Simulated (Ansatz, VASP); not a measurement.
One calculation of Si4BW, two programs

The input INCAR:

```
PREC     = Accurate       # precision mode
ENCUT    = 520            # plane-wave cutoff, eV
EDIFF    = 1E-7           # SCF threshold, eV
ISMEAR   = 0              # smearing method
SIGMA    = 0.1            # smearing width, eV
LREAL    = False          # projectors in reciprocal space
LASPH    = True           # aspherical terms in the spheres
NELM     = 100            # most SCF steps
ALGO     = Normal         # electronic algorithm
ISIF     = 2              # what is computed and relaxed
LWAVE    = False          # write WAVECAR
LCHARG   = False          # write CHGCAR
GGA      = PE             # functional
NBANDS   = 26             # bands
```

The input KPOINTS:

```
regular mesh
0
Gamma
  6 6 2
```

POSCAR

```
Si4BW
1.0
    3.6684822100      0.0000000000      0.0000000000
   -1.8342411000      3.1769987900      0.0000000000
    0.0000000000      0.0000000000      7.8528807000
Si B W
4 1 1
Direct
    0.3333333300      0.6666666700      0.3326959200
    0.3333333300      0.6666666700      0.6673040800
    0.6666666700      0.3333333300      0.6673040800
    0.6666666700      0.3333333300      0.3326959200
    0.0000000000      0.0000000000      0.5000000000
    0.0000000000      0.0000000000      0.0000000000
```

Input for Ansatz:

```yaml
crystal:
  lattice:
    - [3.66848221, 0.0, 0.0]
    - [-1.8342411, 3.17699879, 0.0]
    - [0.0, 0.0, 7.8528807]
  atoms:
    - { symbol: Si, position: [0.33333333, 0.66666667, 0.33269592] }
    - { symbol: Si, position: [0.33333333, 0.66666667, 0.66730408] }
    - { symbol: Si, position: [0.66666667, 0.33333333, 0.66730408] }
    - { symbol: Si, position: [0.66666667, 0.33333333, 0.33269592] }
    - { symbol: B, position: [0.0, 0.0, 0.5] }
    - { symbol: W, position: [0.0, 0.0, 0.0] }
basis:
  ecutwfc: 420
kpoints:
  mp_grid: { grid: [6, 6, 2] }
hamiltonian:
  xc: pbe
scf:
  occupations: { method: gaussian, width: 0.1 }
  lower_state_search: "off"
output:
  forces: true
  stress: true
  eigenvalues: true
```

Alike in both runs: task single point; functional PBE; k mesh 6 × 6 × 2; occupations gaussian, width 0.1 eV; no spin polarisation.

|  | VASP | Ansatz |
| --- | --- | --- |
| version | VASP 6.6.1 | Ansatz 0.2.0 |
| potentials or method | VASP PAW PBE potentials, release 64 (Si, B, W_sv), cutoff 520 eV | scalar-relativistic, plane waves, PAW |
| valence electrons in the cell | 33 | 33 |

```tsv
	VASP	Ansatz	Ansatz less VASP
gap on the k mesh at the Fermi level (eV)	none	none	-
pressure (GPa)	9.6	9.8	+0.16
traceless stress, the component that is largest in VASP (GPa)	-23.91	-24.07	-0.161
rms of the force components (eV/Å)	0.650	0.651	+0.0007
```

Atom by atom the forces differ by 0.001 eV/Å (rms over components). A gap of «none» marks a metal or a gap that the smearing closes.

The k mesh is coarse, so the values compare programs but aren't converged. Neither program's run includes spin-orbit coupling.
